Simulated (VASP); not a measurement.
# Ni (I4/mmm) in VASP: notebook

Ni is run at these levels: RPBE; tasks: single point.

All numbers are computed with VASP 6.6.1; they aren't measurements. Logs are shortened: lines on timing, memory, paths and dates and some standing lists are left out, and cuts for length are marked.

**1. The cell of the first run**

The typed cell holds 2 atoms: a = 2.475 Å, b = 2.475 Å, c = 3.496 Å, α = 90.00°, β = 90.00°, γ = 90.00°.

**2. Single point, RPBE, collinear spin, ferromagnetic start (10.70 Å³/atom)**

The input, INCAR:

```
SYSTEM = Ni
ALGO = Normal ; EDIFF = 1E-6
ENCUT = 520 ; GGA = RP
ISIF = 2 ; ISMEAR = -1
ISPIN = 2 ; LASPH = .TRUE.
LCHARG = .FALSE. ; LMAXMIX = 4
LORBIT = 11 ; LREAL = .FALSE.
LWAVE = .FALSE. ; MAGMOM = 0.691 0.691
NBANDS = 21 ; NELM = 150
PREC = Accurate ; SIGMA = 0.05
```

The input, KPOINTS:

```
k-points
0
G
  20 20 15
  0 0 0
```

The input, POSCAR:

```
Ni
1.0
    2.4746285666      0.0000000000      0.0000000000
    0.0000000000      2.4746285666      0.0000000000
    0.0000000000      0.0000000000      3.4960366821
Ni
2
Direct
    0.0000000000      0.0000000000      0.0000000000
    0.5000000000      0.5000000000      0.5000000000
```

Potentials or basis: VASP PAW PBE potentials, release 64 (Ni).

Launch:

```bash
cat potpaw_PBE.64/Ni/POTCAR > POTCAR
mpirun -np 1 vasp_std > vasp.out
```

OUTCAR:

```text
SYSTEM = Ni
   EDIFF = 1E-6
   ENCUT = 520
   GGA = RP
   ISIF = 2
   ISMEAR = -1
   ISPIN = 2
   LASPH = .TRUE.
   LORBIT = 11
   LREAL = .FALSE.
   NELM = 150
   PREC = Accurate

 ion  position               nearest neighbor table
   1  0.000  0.000  0.000-   2 2.47   2 2.47   2 2.47   2 2.47   2 2.47   2 2.47   2 2.47   2 2.47

   2  0.500  0.500  0.500-   1 2.47   1 2.47   1 2.47   1 2.47   1 2.47   1 2.47   1 2.47   1 2.47

  LATTYP: Found a simple tetragonal cell.
 ALAT       =     2.4746285666
 C/A-ratio  =     1.4127520911

  Lattice vectors:

 A1 = (   2.4746285666,   0.0000000000,   0.0000000000)
 A2 = (   0.0000000000,   2.4746285666,   0.0000000000)
 A3 = (   0.0000000000,   0.0000000000,   3.4960366821)

Analysis of symmetry for initial positions (statically):
=====================================================================
 Subroutine PRICEL returns following result:

  LATTYP: Found a body centered tetragonal cell.
 ALAT       =     2.4746285666
 C/A-ratio  =     1.4127520911

  Lattice vectors:

 A1 = (  -1.2373142833,  -1.2373142833,  -1.7480183411)
 A2 = (   1.2373142833,   1.2373142833,  -1.7480183410)
 A3 = (   1.2373142833,  -1.2373142833,   1.7480183410)

   2 primitive cells build up your supercell.

 Routine SETGRP: Setting up the symmetry group for a
 simple tetragonal supercell.

 Subroutine GETGRP returns: Found 16 space group operations
 (whereof 16 operations were pure point group operations)
 out of a pool of 16 trial point group operations.

The static configuration has the point symmetry D_4h.

Analysis of symmetry for dynamics (positions and initial velocities):
=====================================================================
 Subroutine PRICEL returns following result:

  LATTYP: Found a body centered tetragonal cell.
 ALAT       =     2.4746285666
 C/A-ratio  =     1.4127520911

  Lattice vectors:

 A1 = (  -1.2373142833,  -1.2373142833,  -1.7480183411)
 A2 = (   1.2373142833,   1.2373142833,  -1.7480183410)
 A3 = (   1.2373142833,  -1.2373142833,   1.7480183410)

   2 primitive cells build up your supercell.

 Routine SETGRP: Setting up the symmetry group for a
 simple tetragonal supercell.

 Subroutine GETGRP returns: Found 16 space group operations
 (whereof 16 operations were pure point group operations)
 out of a pool of 16 trial point group operations.

The dynamic configuration has the point symmetry D_4h.

Analysis of structural, dynamic, and magnetic symmetry:
=====================================================================
 Subroutine PRICEL returns following result:

  LATTYP: Found a body centered tetragonal cell.
 ALAT       =     2.4746285666
 C/A-ratio  =     1.4127520911

  Lattice vectors:

 A1 = (  -1.2373142833,  -1.2373142833,  -1.7480183411)
 A2 = (   1.2373142833,   1.2373142833,  -1.7480183410)
 A3 = (   1.2373142833,  -1.2373142833,   1.7480183410)

   2 primitive cells build up your supercell.

 Routine SETGRP: Setting up the symmetry group for a
 simple tetragonal supercell.

 Subroutine GETGRP returns: Found 16 space group operations
 (whereof 16 operations were pure point group operations)
 out of a pool of 16 trial point group operations.

The overall configuration has the point symmetry D_4h.

 Subroutine INISYM returns: Found 16 space group operations
 (whereof 16 operations are pure point group operations),
 and found     2 'primitive' translations

----------------------------------------------------------------------------------------

                                     Primitive cell

  volume of cell :      10.7045

  direct lattice vectors                    reciprocal lattice vectors
    -1.237314283 -1.237314283 -1.748018341     0.000000000 -0.404101049 -0.286038189
     1.237314283  1.237314283 -1.748018341     0.404101049  0.000000000 -0.286038189
     1.237314283 -1.237314283  1.748018341     0.404101049 -0.404101049  0.000000000

  length of vectors
     2.473350236  2.473350236  2.473350236     0.495091409  0.495091409  0.571485184

  position of ions in fractional coordinates (direct lattice)
     0.000000000  0.000000000  0.000000000

  ion indices of the primitive-cell ions
   primitive index   ion index
                 1           1

----------------------------------------------------------------------------------------

 KPOINTS: k-points

Automatic generation of k-mesh.
 Grid dimensions read from file:
 generate k-points for:   20   20   15

 Generating k-lattice:

  Cartesian coordinates                     Fractional coordinates (reciprocal lattice)
     0.020205052  0.000000000  0.000000000     0.050000000  0.000000000  0.000000000
     0.000000000  0.020205052  0.000000000     0.000000000  0.050000000  0.000000000
     0.000000000  0.000000000  0.019069213     0.000000000  0.000000000  0.066666667

  Length of vectors
     0.020205052  0.020205052  0.019069213

  Shift w.r.t. Gamma in fractional coordinates (k-lattice)
     0.000000000  0.000000000  0.000000000

 Subroutine IBZKPT returns following result:
 ===========================================

 Found    528 irreducible k-points:

 Following reciprocal coordinates:
            Coordinates               Weight
  0.000000  0.000000  0.000000      1.000000
  0.050000  0.000000  0.000000      4.000000
  0.100000  0.000000  0.000000      4.000000
  0.150000  0.000000  0.000000      4.000000
  0.200000  0.000000  0.000000      4.000000
  0.250000  0.000000  0.000000      4.000000
[... 16 lines left out ...]
  0.150000  0.100000  0.000000      8.000000
  0.200000  0.100000  0.000000      8.000000
 [... further k-points ...]
   k-points           NKPTS =    528   k-points in BZ     NKDIM =    528   number of bands    NBANDS=     21
   number of dos      NEDOS =    301   number of ions     NIONS =      2
   total plane-waves  NPLWV =   9072
   dimension x,y,z NGX =    18 NGY =   18 NGZ =   28
   dimension x,y,z NGXF=    36 NGYF=   36 NGZF=   56
   ions per type =               2
   NGX,Y,Z   is equivalent  to a cutoff of  12.09, 12.09, 13.31 a.u.
   NGXF,Y,Z  is equivalent  to a cutoff of  24.18, 24.18, 26.63 a.u.
 SYSTEM =  Ni
   PREC   = accura    normal or accurate (medium, high low for compatibility)
   ISTART =      0    job   : 0-new  1-cont  2-samecut
   ICHARG =      2    charge: 1-file 2-atom 10-const
   ISPIN  =      2    spin polarized calculation?
   LNONCOLLINEAR =      F non collinear calculations
   LSORBIT =      F    spin-orbit coupling
   LASPH  =      T    aspherical Exc in radial PAW
   ENCUT  =  520.0 eV  38.22 Ry    6.18 a.u.   4.60  4.60  6.50*2*pi/ulx,y,z
   NELM   =    150;   NELMIN=  2; NELMDL= -5     # of ELM steps
   EDIFF  = 0.1E-05   stopping-criterion for ELM
   LREAL  =      F    real-space projection
   EDIFFG = 0.1E-04   stopping-criterion for IOM
   NSW    =      0    number of steps for IOM
   IBRION =     -1    ionic relax: 0-MD 1-quasi-New 2-CG
   NFREE  =      0    steps in history (QN), initial steepest desc. (CG)
   ISIF   =      2    stress and relaxation
   ISYM   =      2    0-nonsym 1-usesym 2-fastsym
   POTIM  = 0.5000    time-step for ionic-motion
   TEBEG  =    0.0;   TEEND  =   0.0 temperature during run
   PSTRESS=    0.0 pullay stress
   NELECT =      20.0000    total number of electrons
   NUPDOWN=      -1.0000    fix difference up-down
   EMIN   =  10.00;   EMAX   =-10.00  energy-range for DOS
   EFERMI =   0.00;   METHOD = LEGACY
   ISMEAR =    -1;   SIGMA  =   0.05  broadening in eV -4-tet -1-fermi 0-gaus
   EFERMI_NEDOS =   21; number of points for ismear=-14 and -15
   IALGO  =     38    algorithm
   IMIX   =      4    mixing-type and parameters
     AMIX     =   0.40;   BMIX     =  1.00
     AMIX_MAG =   1.60;   BMIX_MAG =  1.00
  volume/ion in A,a.u.               =      10.70        72.24
  Fermi-wavevector in a.u.,A,eV,Ry     =   1.600367  3.024254 34.846879  2.561173
  Thomas-Fermi vector in A             =   2.697514
   LORBIT       =     11    0 simple, 1 ext, 2 COOP (PROOUT), +10 PAW based schemes
   GGA     = RP    functional components
   LHFCALC =     F    Hartree Fock is set to
   AEXX    =    0.0000 exact exchange contribution
   IVDW    =     0    specifies the selected vdW correction
   LEPSILON=     F    determine dielectric tensor
   LRPA    =     F    only Hartree local field effects (RPA)
 spin polarized calculation
  energy-cutoff  :      520.00
  volume of cell :       21.41
 maximum number of plane-waves:       604
   NGX =  9   NGY =  9   NGZ = 13

 number of electron      20.0000036 magnetization       1.2541094

 Free energy of the ion-electron system (eV)
  ---------------------------------------------------
  ext. energy  EPLUGINS =         0.00000000
  ---------------------------------------------------
  free energy    TOTEN  =        -9.89194901 eV

  energy without entropy =       -9.86454251  energy(sigma->0) =       -9.87824576

 E-fermi :   9.7617     XC(G=0): -13.2292

 val. band max:        9.7602384330   @ k =   0.1500   0.1000   0.2667
 cond. band min:       9.7617108805   @ k =   0.3500   0.1000   0.1333
 fundamental gap:      0.0014724475
 Fermi energy:         9.7616657663

 spin component 1

 k-point     1 :       0.0000    0.0000    0.0000
  band No.  band energies     occupation
      1       0.6516      1.00000
      2       5.0080      1.00000
      3       5.4679      1.00000
      4       7.2679      1.00000
      5       7.2679      1.00000
      6       7.2747      1.00000
[... 550 lines left out ...]
      5       7.5765      1.00000
      6       7.5979      1.00000
[... 13 lines left out ...]
     20      35.3708      0.00000
     21      39.6767      0.00000

 [... further k-points ...]

 spin component 2

 k-point     1 :       0.0000    0.0000    0.0000
  band No.  band energies     occupation
      1       0.5896      1.00000
      2       5.3461      1.00000
      3       6.0967      1.00000
      4       8.0438      1.00000
      5       8.0438      1.00000
      6       8.0505      1.00000
[... 550 lines left out ...]
      5       8.3254      1.00000
      6       8.3360      1.00000
[... 13 lines left out ...]
     20      35.3080      0.00000
     21      39.7577      0.00000

 [... further k-points ...]

------------------------ aborting loop because EDIFF is reached ----------------------------------------

  FORCE on cell =-STRESS in cart. coord.  units (eV):
  Direction    XX          YY          ZZ          XY          YZ          ZX
  --------------------------------------------------------------------------------------
  -------------------------------------------------------------------------------------
  Total        1.2480854      1.2480854      1.2603545      0.0000000      0.0000000     -0.0000000
  in kB       93.4025810     93.4025810     94.3207585      0.0000000      0.0000000     -0.0000000
  external PRESSURE =      93.7086402 kB  Pullay stress =       0.0000000 kB

 VOLUME and BASIS-vectors are now :
 -----------------------------------------------------------------------------
  energy-cutoff  :      520.00
  volume of cell :       21.41
      direct lattice vectors                 reciprocal lattice vectors
     2.474628567  0.000000000  0.000000000     0.404101049  0.000000000  0.000000000
     0.000000000  2.474628567  0.000000000     0.000000000  0.404101049  0.000000000
     0.000000000  0.000000000  3.496036682     0.000000000  0.000000000  0.286038189

 POSITION                                       TOTAL-FORCE (eV/Angst)
 -----------------------------------------------------------------------------------
      0.00000      0.00000      0.00000         0.000000     -0.000000     -0.000000
      1.23731      1.23731      1.74802        -0.000000      0.000000      0.000000
 -----------------------------------------------------------------------------------
    total drift:                                0.000000     -0.000000     -0.000000

  FREE ENERGIE OF THE ION-ELECTRON SYSTEM (eV)
  ---------------------------------------------------
  free  energy   TOTEN  =        -9.8919490096 eV

  energy  without entropy=       -9.8645425132  energy(sigma->0) =       -9.87824576

 total charge

# of ion       s       p       d       tot
------------------------------------------
    1        0.503   0.512   8.317   9.332
    2        0.503   0.512   8.317   9.332
--------------------------------------------------
tot          1.007   1.024  16.635  18.665

 magnetization (x)

# of ion       s       p       d       tot
------------------------------------------
    1       -0.007  -0.027   0.673   0.638
    2       -0.007  -0.027   0.673   0.638
--------------------------------------------------
tot         -0.015  -0.054   1.346   1.277
```

It took 4.4 min on 1 thread of Intel Xeon Platinum 8488C (Sapphire Rapids), shared host; peak memory 0.4 GiB.

What came out:

```
Free energy                                           : -9.8919 eV
Pressure                                              : 9.4 GPa
Net moment                                            : 1.25 μB per cell
Site moments                                          : Ni +0.64 μB
Valence electrons inside the program's atomic spheres : Ni 9.33
```

Caveat: the cell stands under pressure; the PAW data sets were made with another functional, which shifts forces and pressure a little.

**3. Single point, RPBE, collinear spin, ferromagnetic start (11.15 Å³/atom)**

This run uses another cell than the first one, of 11.15 Å³/atom.

The input, INCAR:

```
PREC = Accurate
ENCUT = 520
EDIFF = 1E-6
ISMEAR = -1
SIGMA = 0.05
LREAL = False
LASPH = True
NELM = 150
ALGO = Normal
ISIF = 2
LWAVE = False
LCHARG = True
ISPIN = 2
MAGMOM = 0.691 0.691
LORBIT = 11
LMAXMIX = 4
GGA = RP
LELF = True
LVHAR = True
NBANDS = 21
```

The input, KPOINTS:

```
regular mesh
0
Gamma
  20 20 15
```

The input, POSCAR:

```
Ni
1.0
    2.5085318010      0.0000000000      0.0000000000
    0.0000000000      2.5085318010      0.0000000000
    0.0000000000      0.0000000000      3.5439335474
Ni
2
Direct
    0.0000000000      0.0000000000      0.0000000000
    0.5000000000      0.5000000000      0.5000000000
```

Potentials or basis: VASP PAW PBE potentials, release 64 (Ni).

Launch:

```bash
cat potpaw_PBE.64/Ni/POTCAR > POTCAR
mpirun -np 1 vasp_std > vasp.out
```

Run time: 5.2 min. Hardware: 1 thread of Intel Xeon Platinum 8488C (Sapphire Rapids), shared host; peak memory 0.41 GiB.

It converged, with:

| Item | Value |
| --- | --- |
| Free energy | -9.9203 eV |
| Pressure | 1.2 GPa |
| Net moment | 1.27 μB per cell |
| Site moments | Ni +0.65 μB |
| Valence electrons inside the program's atomic spheres | Ni 9.26 |

Stress tensor (GPa, compression positive):
```
1.13 0.00 0.00
0.00 1.13 0.00
0.00 0.00 1.25
```

Levels at points of the mesh, in eV from the Fermi level:
Spin up:
| k point | band 8 | band 9 | band 10 | band 11 | band 12 | band 13 | band 14 | band 15 |
| --- | --- | --- | --- | --- | --- | --- | --- | --- |
| (0.00, 0.00, 0.00) | -1.25 | -0.58 | -0.52 | -0.52 | 2.46 | 9.02 | 14.62 | 14.62 |
| (0.50, 0.00, 0.00) | -1.67 | -1.40 | -1.40 | 0.89 | 0.89 | 11.32 | 11.32 | 12.70 |
| (0.50, 0.50, 0.00) | -0.52 | -0.52 | -0.52 | 2.44 | 2.44 | 8.99 | 8.99 | 14.64 |
Spin down:
```tsv
k point	band 8	band 9	band 10	band 11	band 12	band 13
(0.00, 0.00, 0.00)	-0.65	0.05	0.39	0.39	2.38	9.25
(0.50, 0.00, 0.00)	-1.10	-0.55	-0.55	1.48	1.48	11.49
(0.50, 0.50, 0.00)	0.38	0.39	0.39	2.36	2.36	9.22
```

Caveat: the PAW data sets were made with another functional, which shifts forces and pressure a little.

**4. Single point, RPBE, collinear spin, ferromagnetic start (11.60 Å³/atom)**

This run uses another cell than the first one, of 11.60 Å³/atom.

The input, INCAR:

```
PREC = Accurate
ENCUT = 520
EDIFF = 1E-6
ISMEAR = -1
SIGMA = 0.05
LREAL = F
LASPH = T
NELM = 150
ALGO = Normal
ISIF = 2
LWAVE = F
LCHARG = F
ISPIN = 2
MAGMOM = 0.691 0.691
LORBIT = 11
LMAXMIX = 4
GGA = RP
NBANDS = 21
```

The input, KPOINTS:

```
Automatic mesh
0
Gamma
  20 20 15
```

The input, POSCAR:

```
Ni
1.0
    2.5415425840      0.0000000000      0.0000000000
    0.0000000000      2.5415425840      0.0000000000
    0.0000000000      0.0000000000      3.5905696000
Ni
2
Direct
    0.0000000000      0.0000000000      0.0000000000
    0.5000000000      0.5000000000      0.5000000000
```

Launch:

```bash
cat potpaw_PBE.64/Ni/POTCAR > POTCAR
mpirun -np 1 vasp_std > vasp.out
```

Wall time 3.5 min (1 thread of AMD EPYC 9R45 (Zen 5), shared host); peak memory 0.39 GiB.

It converged, with:

```yaml
Free_energy: -9.9080 eV
Pressure: -5.3 GPa
Net_moment: 1.29 μB per cell
Site_moments: Ni +0.67 μB
Valence_electrons_inside_the_program's_atomic_spheres: Ni 9.20
```

Stress tensor (GPa, compression positive):
```
-5.34  0.00  0.00
 0.00 -5.34  0.00
 0.00  0.00 -5.21
```

Levels at points of the mesh, in eV from the Fermi level:
Spin up:
```tsv
k point	band 7	band 8	band 9	band 10	band 11	band 12	band 13	band 14	band 15	band 16
(0.00, 0.00, 0.00)	-1.24	-1.23	-0.59	-0.55	-0.55	2.44	8.68	14.26	14.26	18.89
(0.50, 0.00, 0.00)	-1.62	-1.62	-1.38	-1.38	0.82	0.82	11.00	11.00	12.32	12.32
(0.50, 0.50, 0.00)	-0.55	-0.55	-0.55	-0.55	2.42	2.42	8.65	8.65	14.28	14.28
```
Spin down:
```
           k point  band 6  band 7  band 8  band 9  band 10  band 11  band 12  band 13  band 14  band 15
(0.00, 0.00, 0.00)   -1.51   -0.63   -0.62    0.04     0.37     0.37     2.35     8.91    14.23    14.23
(0.50, 0.00, 0.00)   -2.02   -1.04   -1.04   -0.51    -0.51     1.41     1.41    11.16    11.16    12.41
(0.50, 0.50, 0.00)    0.04    0.37    0.37    0.37     0.37     2.33     2.33     8.88     8.88    14.25
```

Caveat: the cell stands under tension; the PAW data sets were made with another functional, which shifts forces and pressure a little.

**5. Summary**

```csv
cell,gap on the mesh (eV),pressure (GPa),moment (μB)
"a = 2.475, b = 2.475, c = 3.496 Å, 2 atoms",none,9.4,1.25
"a = 2.509, b = 2.509, c = 3.544 Å, 2 atoms",none,1.2,1.27
"a = 2.542, b = 2.542, c = 3.591 Å, 2 atoms",none,-5.3,1.29
```

Alike in all rows: task single point; level RPBE; potentials or basis VASP PAW PBE potentials, release 64 (Ni); spin collinear, ferromagnetic start; k mesh 20 × 20 × 15; cutoff (eV) 520; smearing fermi-dirac 0.05 eV.

Caveats: the PAW data sets were made with another functional, which shifts forces and pressure a little; the cell stands under pressure (at least some runs); the cell stands under tension (at least some runs).

Total energies depend on the potentials used, so only differences within one code and one set of settings carry meaning.
